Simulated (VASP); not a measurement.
# Sn (Fd-3m) in VASP: single point with PBE

Aim: the single point of Sn with PBE.

Program: VASP 6.6.1. These are calculated values, not measurements. Logs are shortened: lines on timing, memory, paths and dates and some standing lists are left out, and cuts for length are marked.

**1. The cell of the first run**

It takes space group Fd-3m (No. 227, cubic). Conventional cell: a = 15.021 Å, b = 15.021 Å, c = 15.021 Å, α = 90.00°, β = 90.00°, γ = 90.00°. Sn (site symmetry 3m) has 4 Sn at 2.79 to 3.03 Å within 3.7 Å.

The cell was generated, and may not be a known phase.

**2. Single point, PBE**

The input, INCAR:

```
  ALGO = Fast
  EDIFF = 1E-6
  ENCUT = 520
  GGA = PE
  ISIF = 2
  ISMEAR = 0
  LASPH = T
  LCHARG = F
  LREAL = F
  LWAVE = F
  NBANDS = 66
  NELM = 100
  PREC = Accurate
  SIGMA = 0.1
```

The input, KPOINTS:

```
k-points
0
Gamma
  6 6 6
```

The input, POSCAR:

```
Sn
1.0
    0.0000000000      7.5107370877      7.5107370877
    7.5107370877      0.0000000000      7.5107370877
    7.5107370877      7.5107370877      0.0000000000
Sn
8
Direct
    0.2859741869      0.5713419377      0.5713419377
    0.6786580623      0.6786580623      0.6786580623
    0.6786580623      0.6786580623      0.9640258131
    0.6786580623      0.9640258131      0.6786580623
    0.5713419377      0.2859741869      0.5713419377
    0.5713419377      0.5713419377      0.5713419377
    0.5713419377      0.5713419377      0.2859741869
    0.9640258131      0.6786580623      0.6786580623
```

Potentials or basis: VASP PAW PBE potentials, release 64 (Sn_d).

Run with:

```
cat potpaw_PBE.64/Sn_d/POTCAR > POTCAR
mpirun -np 1 vasp_std > vasp.out
```

OUTCAR:

```text
EDIFF = 1E-6
   ENCUT = 520
   GGA = PE
   ISIF = 2
   ISMEAR = 0
   LASPH = T
   LREAL = F
   NELM = 100
   PREC = Accurate

 ion  position               nearest neighbor table
   1  0.286  0.571  0.571-   8 2.79   6 3.03   7 3.03   5 3.03
   2  0.679  0.679  0.679-   6 2.79   4 3.03   3 3.03   8 3.03
   3  0.679  0.679  0.964-   7 2.79   4 3.03   2 3.03   8 3.03
   4  0.679  0.964  0.679-   5 2.79   3 3.03   2 3.03   8 3.03
   5  0.571  0.286  0.571-   4 2.79   1 3.03   6 3.03   7 3.03
   6  0.571  0.571  0.571-   2 2.79   1 3.03   5 3.03   7 3.03
   7  0.571  0.571  0.286-   3 2.79   1 3.03   5 3.03   6 3.03
   8  0.964  0.679  0.679-   1 2.79   2 3.03   3 3.03   4 3.03

  LATTYP: Found a face centered cubic cell.
 ALAT       =    15.0214741754

  Lattice vectors:

 A1 = (   0.0000000000,   7.5107370877,   7.5107370877)
 A2 = (   7.5107370877,   0.0000000000,   7.5107370877)
 A3 = (   7.5107370877,   7.5107370877,   0.0000000000)

Analysis of symmetry for initial positions (statically):
=====================================================================
 Subroutine PRICEL returns:
 Original cell was already a primitive cell.

 Routine SETGRP: Setting up the symmetry group for a
 face centered cubic supercell.

 Subroutine GETGRP returns: Found 48 space group operations
 (whereof 24 operations were pure point group operations)
 out of a pool of 48 trial point group operations.

The static configuration has the point symmetry T_d .
 The point group associated with its full space group is O_h .

Analysis of symmetry for dynamics (positions and initial velocities):
=====================================================================
 Subroutine PRICEL returns:
 Original cell was already a primitive cell.

 Routine SETGRP: Setting up the symmetry group for a
 face centered cubic supercell.

 Subroutine GETGRP returns: Found 48 space group operations
 (whereof 24 operations were pure point group operations)
 out of a pool of 48 trial point group operations.

The dynamic configuration has the point symmetry T_d .
 The point group associated with its full space group is O_h .

 Subroutine INISYM returns: Found 48 space group operations
 (whereof 24 operations are pure point group operations),
 and found     1 'primitive' translations

----------------------------------------------------------------------------------------

                                     Primitive cell

  volume of cell :     847.3790

  direct lattice vectors                    reciprocal lattice vectors
     0.000000000  7.510737088  7.510737088    -0.066571362  0.066571362  0.066571362
     7.510737088  0.000000000  7.510737088     0.066571362 -0.066571362  0.066571362
     7.510737088  7.510737088  0.000000000     0.066571362  0.066571362 -0.066571362

  length of vectors
    10.621786253 10.621786253 10.621786253     0.115304982  0.115304982  0.115304982

  position of ions in fractional coordinates (direct lattice)
     0.285974187  0.571341938  0.571341938
     0.678658062  0.678658062  0.678658062
     0.678658062  0.678658062  0.964025813
     0.678658062  0.964025813  0.678658062
     0.571341938  0.285974187  0.571341938
     0.571341938  0.571341938  0.571341938
     0.571341938  0.571341938  0.285974187
     0.964025813  0.678658062  0.678658062

  ion indices of the primitive-cell ions
   primitive index   ion index
                 1           1
                 2           2
                 3           3
                 4           4
                 5           5
                 6           6
                 7           7
                 8           8

----------------------------------------------------------------------------------------

 KPOINTS: k-points

Automatic generation of k-mesh.
 Grid dimensions read from file:
 generate k-points for:    6    6    6

 Generating k-lattice:

  Cartesian coordinates                     Fractional coordinates (reciprocal lattice)
    -0.011095227  0.011095227  0.011095227     0.166666667  0.000000000  0.000000000
     0.011095227 -0.011095227  0.011095227     0.000000000  0.166666667  0.000000000
     0.011095227  0.011095227 -0.011095227     0.000000000  0.000000000  0.166666667

  Length of vectors
     0.019217497  0.019217497  0.019217497

  Shift w.r.t. Gamma in fractional coordinates (k-lattice)
     0.000000000  0.000000000  0.000000000

 Subroutine IBZKPT returns following result:
 ===========================================

 Found     16 irreducible k-points:

 Following reciprocal coordinates:
            Coordinates               Weight
  0.000000  0.000000  0.000000      1.000000
  0.166667  0.000000  0.000000      8.000000
  0.333333  0.000000  0.000000      8.000000
  0.500000  0.000000  0.000000      4.000000
  0.166667  0.166667  0.000000      6.000000
  0.333333  0.166667  0.000000     24.000000
[... 8 lines left out ...]
 -0.333333  0.333333  0.166667     24.000000
 -0.333333  0.500000  0.166667     12.000000
   k-points           NKPTS =     16   k-points in BZ     NKDIM =     16   number of bands    NBANDS=     66
   number of dos      NEDOS =    301   number of ions     NIONS =      8
   total plane-waves  NPLWV = 512000
   dimension x,y,z NGX =    80 NGY =   80 NGZ =   80
   dimension x,y,z NGXF=   160 NGYF=  160 NGZF=  160
   ions per type =               8
   NGX,Y,Z   is equivalent  to a cutoff of  12.52, 12.52, 12.52 a.u.
   NGXF,Y,Z  is equivalent  to a cutoff of  25.04, 25.04, 25.04 a.u.
 SYSTEM =  unknown system
   PREC   = accura    normal or accurate (medium, high low for compatibility)
   ISTART =      0    job   : 0-new  1-cont  2-samecut
   ICHARG =      2    charge: 1-file 2-atom 10-const
   ISPIN  =      1    spin polarized calculation?
   LNONCOLLINEAR =      F non collinear calculations
   LSORBIT =      F    spin-orbit coupling
   LASPH  =      T    aspherical Exc in radial PAW
   ENCUT  =  520.0 eV  38.22 Ry    6.18 a.u.  19.75 19.75 19.75*2*pi/ulx,y,z
   NELM   =    100;   NELMIN=  2; NELMDL= -5     # of ELM steps
   EDIFF  = 0.1E-05   stopping-criterion for ELM
   LREAL  =      F    real-space projection
   EDIFFG = 0.1E-04   stopping-criterion for IOM
   NSW    =      0    number of steps for IOM
   IBRION =     -1    ionic relax: 0-MD 1-quasi-New 2-CG
   NFREE  =      0    steps in history (QN), initial steepest desc. (CG)
   ISIF   =      2    stress and relaxation
   ISYM   =      2    0-nonsym 1-usesym 2-fastsym
   POTIM  = 0.5000    time-step for ionic-motion
   TEBEG  =    0.0;   TEEND  =   0.0 temperature during run
   PSTRESS=    0.0 pullay stress
   NELECT =     112.0000    total number of electrons
   NUPDOWN=      -1.0000    fix difference up-down
   EMIN   =  10.00;   EMAX   =-10.00  energy-range for DOS
   EFERMI =   0.00;   METHOD = LEGACY
   ISMEAR =     0;   SIGMA  =   0.10  broadening in eV -4-tet -1-fermi 0-gaus
   EFERMI_NEDOS =   21; number of points for ismear=-14 and -15
   IALGO  =     68    algorithm
   IMIX   =      4    mixing-type and parameters
     AMIX     =   0.40;   BMIX     =  1.00
     AMIX_MAG =   1.60;   BMIX_MAG =  1.00
  volume/ion in A,a.u.               =     105.92       714.80
  Fermi-wavevector in a.u.,A,eV,Ry     =   0.833915  1.575870  9.461677  0.695414
  Thomas-Fermi vector in A             =   1.947219
   LORBIT       =      0    0 simple, 1 ext, 2 COOP (PROOUT), +10 PAW based schemes
   GGA     = PE    functional components
   LHFCALC =     F    Hartree Fock is set to
   AEXX    =    0.0000 exact exchange contribution
   IVDW    =     0    specifies the selected vdW correction
   LEPSILON=     F    determine dielectric tensor
   LRPA    =     F    only Hartree local field effects (RPA)
 non-spin polarized calculation
 RMM-DIIS sequential band-by-band and
 Gauss-broadening in eV      SIGMA  =   0.10
  energy-cutoff  :      520.00
  volume of cell :      847.38
 maximum number of plane-waves:     22995
   NGX = 39   NGY = 39   NGZ = 39

 number of electron     111.9999991 magnetization

 Free energy of the ion-electron system (eV)
  ---------------------------------------------------
  ext. energy  EPLUGINS =         0.00000000
  ---------------------------------------------------
  free energy    TOTEN  =       -24.40197507 eV

  energy without entropy =      -24.37195349  energy(sigma->0) =      -24.38696428

 E-fermi :  -1.1805     XC(G=0):  -4.1599

 val. band max:       -1.2071456508   @ k =   0.5000   0.0000   0.0000
 cond. band min:      -1.1783860365   @ k =  -0.3333   0.1667   0.0000
 fundamental gap:      0.0287596143
 Fermi energy:        -1.1804903421

 k-point     1 :       0.0000    0.0000    0.0000
  band No.  band energies     occupation
      1     -22.9527      2.00000
      2     -22.7737      2.00000
      3     -22.7737      2.00000
      4     -22.7737      2.00000
      5     -22.7388      2.00000
      6     -22.7388      2.00000
[... 58 lines left out ...]
     65       2.2609      0.00000
     66       2.2609      0.00000

 k-point     2 :       0.1667    0.0000    0.0000
  band No.  band energies     occupation
      1     -22.9467      2.00000
      2     -22.7932      2.00000
      3     -22.7770      2.00000
      4     -22.7770      2.00000
      5     -22.7382      2.00000
      6     -22.7382      2.00000
[... 58 lines left out ...]
     65       2.1992      0.00000
     66       2.2811      0.00000

 k-point     3 :       0.3333    0.0000    0.0000
  band No.  band energies     occupation
      1     -22.9314      2.00000
      2     -22.8264      2.00000
      3     -22.7818      2.00000
      4     -22.7818      2.00000
      5     -22.7383      2.00000
      6     -22.7383      2.00000
[... 886 lines left out ...]
     65       1.9797      0.00000
     66       2.0054      0.00000

 k-point    16 :      -0.3333    0.5000    0.1667
  band No.  band energies     occupation
      1     -22.8841      2.00000
      2     -22.8841      2.00000
      3     -22.7940      2.00000
      4     -22.7940      2.00000
      5     -22.7272      2.00000
      6     -22.7272      2.00000
[... 58 lines left out ...]
     65       2.0839      0.00000
     66       2.0866      0.00000

------------------------ aborting loop because EDIFF is reached ----------------------------------------

  FORCE on cell =-STRESS in cart. coord.  units (eV):
  Direction    XX          YY          ZZ          XY          YZ          ZX
  --------------------------------------------------------------------------------------
  -------------------------------------------------------------------------------------
  Total       -0.2189416     -0.2189416     -0.2189416      0.0000000      0.0000000      0.0000000
  in kB       -0.4139627     -0.4139627     -0.4139627      0.0000000      0.0000000      0.0000000
  external PRESSURE =      -0.4139627 kB  Pullay stress =       0.0000000 kB

 VOLUME and BASIS-vectors are now :
 -----------------------------------------------------------------------------
  energy-cutoff  :      520.00
  volume of cell :      847.38
      direct lattice vectors                 reciprocal lattice vectors
     0.000000000  7.510737088  7.510737088    -0.066571362  0.066571362  0.066571362
     7.510737088  0.000000000  7.510737088     0.066571362 -0.066571362  0.066571362
     7.510737088  7.510737088  0.000000000     0.066571362  0.066571362 -0.066571362

 POSITION                                       TOTAL-FORCE (eV/Angst)
 -----------------------------------------------------------------------------------
      8.58240      6.43908      6.43908         0.006997     -0.006997     -0.006997
     10.19444     10.19444     10.19444        -0.006997     -0.006997     -0.006997
     12.33777     12.33777     10.19444         0.006997      0.006997     -0.006997
     12.33777     10.19444     12.33777         0.006997     -0.006997      0.006997
      6.43908      8.58240      6.43908        -0.006997      0.006997     -0.006997
      8.58240      8.58240      8.58240         0.006997      0.006997      0.006997
      6.43908      6.43908      8.58240        -0.006997     -0.006997      0.006997
     10.19444     12.33777     12.33777        -0.006997      0.006997      0.006997
 -----------------------------------------------------------------------------------
    total drift:                                0.000000      0.000000     -0.000000

  FREE ENERGIE OF THE ION-ELECTRON SYSTEM (eV)
  ---------------------------------------------------
  free  energy   TOTEN  =       -24.4019750659 eV

  energy  without entropy=      -24.3719534852  energy(sigma->0) =      -24.38696428
```

It took 18 min on 1 thread of Intel Xeon 6975P-C (Granite Rapids), shared host; peak memory 1.3 GiB.

Results:

```
Free energy            : -24.4020 eV
Pressure               : 0.0 GPa
Largest force          : 0.012 eV/Å
Band gap on the k mesh : zero (bands 56 and 57 overlap by 0.47 eV)
```

Forces on the atoms (eV/Å):
```
Sn   0.007 -0.007 -0.007
Sn  -0.007 -0.007 -0.007
Sn   0.007  0.007 -0.007
Sn   0.007 -0.007  0.007
Sn  -0.007  0.007 -0.007
Sn   0.007  0.007  0.007
Sn  -0.007 -0.007  0.007
Sn  -0.007  0.007  0.007
```

Caveat: spin-orbit coupling is left out, which moves the levels of the heavy elements.

The gap in the log of VASP goes by the Fermi energy; the results here count the filled bands.